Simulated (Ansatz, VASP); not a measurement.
## One calculation of Ga2O3, two programs

```
Ga O
1.0
     6.06614   -1.50436   -0.00259
     6.06614    1.50436   -0.00259
    -1.36980    0.00000    5.58467
Ga O
4 6
Direct
  0.34073 0.34073 0.68608
  0.65927 0.65927 0.31392
  0.90888 0.90888 0.20490
  0.09112 0.09112 0.79510
  0.50321 0.50321 0.74546
  0.49679 0.49679 0.25454
  0.82749 0.82749 0.43885
  0.17251 0.17251 0.56115
  0.16747 0.16747 0.10867
  0.83253 0.83253 0.89133
```

Change from the starting cell: hydrostatic strain -1.0%.

Alike in both runs: task single point; functional PBE; k mesh 8 × 8 × 4; occupations fermi-dirac, width 0.02 eV; no spin polarisation.

```csv
,VASP,Ansatz
version,VASP 6.6.1,Ansatz 0.2.0
potentials or method,"VASP PAW PBE potentials, release 64 (Ga_d, O)","plane waves, PAW"
plane-wave cutoff (eV),520,420
valence electrons in the cell,88,88
```

|  | VASP | Ansatz | Ansatz less VASP |
| --- | --- | --- | --- |
| gap on the k mesh at the Fermi level (eV) | 2.60 | 2.61 | +0.015 |
| pressure (GPa) | 15.0 | 14.3 | -0.65 |
| traceless stress, the component that is largest in VASP (GPa) | 0.83 | 0.72 | -0.117 |
| rms of the force components (eV/Å) | 0.071 | 0.067 | -0.0043 |

Atom by atom the forces differ by 0.012 eV/Å (rms over components). The functional is the same, so the differences come from potentials, cutoffs and numerics.
